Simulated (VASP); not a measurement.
Wanted: the native input for a VASP 6.6.1 run.

| Item | Value |
| --- | --- |
| Task | single point |
| Functional | PBEsol |
| Potentials or basis | VASP PAW PBE potentials, release 64 (Co, Si) |
| Cutoff | 600 eV |
| k mesh | 14 × 14 × 14 |
| Occupations | gaussian, width 0.15 eV |
| Spin | no spin polarisation |
| Dipole correction | no |
| Further INCAR settings | ALGO = Normal; EDIFF = 1e-06; NBANDS = 16 |

The structure of CoSi2 lies in POSCAR:

```
CoSi2
1.0
    0.0000000000      2.6563531747      2.6563531747
    2.6563531747      0.0000000000      2.6563531747
    2.6563531747      2.6563531747      0.0000000000
Co Si
1 2
Direct
    0.0066917154     -0.0066917154     -0.0066917154
    0.2235351456      0.2764648544      0.2375769531
    0.7624230469      0.7375769531      0.7764648544
```

This cell differs from its parent crystal: atoms displaced along several vibrational modes.

The input as run:

INCAR

```
SYSTEM = CoSi2
PREC = Accurate
ENCUT = 600
EDIFF = 1E-6
ISMEAR = 0
SIGMA = 0.15
LREAL = .False.
LASPH = .True.
NELM = 120
ALGO = Normal
ISIF = 2
LWAVE = .False.
LCHARG = .True.
GGA = PS
LELF = .True.
LVHAR = .True.
NBANDS = 16
GGA_COMPAT = .False.
```

KPOINTS

```
Automatic mesh
0
Gamma
  14 14 14
  0 0 0
```

Potentials or basis: VASP PAW PBE potentials, release 64 (Co, Si).

Launch:

```sh
$ cat potpaw_PBE.64/Co/POTCAR potpaw_PBE.64/Si/POTCAR > POTCAR
$ mpirun -np 1 vasp_std > vasp.out
```

It gave:

* Pressure: 2.4 GPa
* Largest force: 1.438 eV/Å
* Band gap on the k mesh: zero (an odd number of electrons rules out a gap without spin polarisation)

Caveat: the cell differs from its parent crystal (atoms displaced along several vibrational modes); the PAW data sets were made with another functional, which shifts forces and pressure a little; an odd number of electrons without spin polarisation forces a metal; a magnetic or distorted state may lie lower.

Wall time 17 min on 1 thread of Oxide Virtual Turin-like Processor (shared host), peak memory 0.58 GiB.
